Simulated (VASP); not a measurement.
Ta: single point with r2SCAN

The system is Ta.

```
Ta
1.0
     2.97167    0.00000    0.00000
    -1.48584    2.57354    0.00000
     0.00000    0.00000   10.10297
Ta
4
Direct
  0.00000 0.00000 0.00000
  0.00000 0.00000 0.50000
  0.33333 0.66667 0.25000
  0.66667 0.33333 0.75000
```

This cell differs from its parent crystal: volume scaled by 1.04.

```yaml
Program: VASP 6.6.1
Task: single point
Functional: r2SCAN
Potentials_or_basis: VASP PAW PBE potentials, release 64 (Ta_pv)
Cutoff: 520 eV
k_mesh: 14 × 14 × 4
Occupations: fermi-dirac, width 0.1 eV
Spin: no spin polarisation
```

- Pressure: -6.9 GPa
- Band gap on the k mesh: zero (band 22 reaches 5.82 eV, above the bottom of band 23 at 4.66 eV)

Stress tensor (GPa, compression positive):
```
-6.81  0.00  0.00
 0.00 -6.81  0.00
 0.00  0.00 -6.96
```

Levels at points of the mesh, in eV from the Fermi level:
| k point | band 20 | band 21 | band 22 | band 23 | band 24 | band 25 |
| --- | --- | --- | --- | --- | --- | --- |
| (0.00, 0.00, 0.00) | -0.03 | 0.48 | 0.48 | 0.54 | 0.54 | 0.97 |
| (0.50, 0.00, 0.00) | -0.96 | -0.65 | 0.55 | 0.66 | 1.27 | 2.03 |
| (0.00, 0.00, 0.50) | -0.41 | 0.59 | 0.59 | 0.59 | 0.59 | 0.90 |
| (0.50, 0.00, 0.50) | -1.00 | 0.19 | 0.19 | 1.15 | 1.15 | 1.16 |

Wall time 13 min on 1 thread of Intel Xeon 6975P-C, on a shared host, peak memory 0.29 GiB.

Caveat: the PAW data sets were made with another functional, which shifts forces and pressure a little; spin-orbit coupling is left out, which moves the levels of the heavy elements.
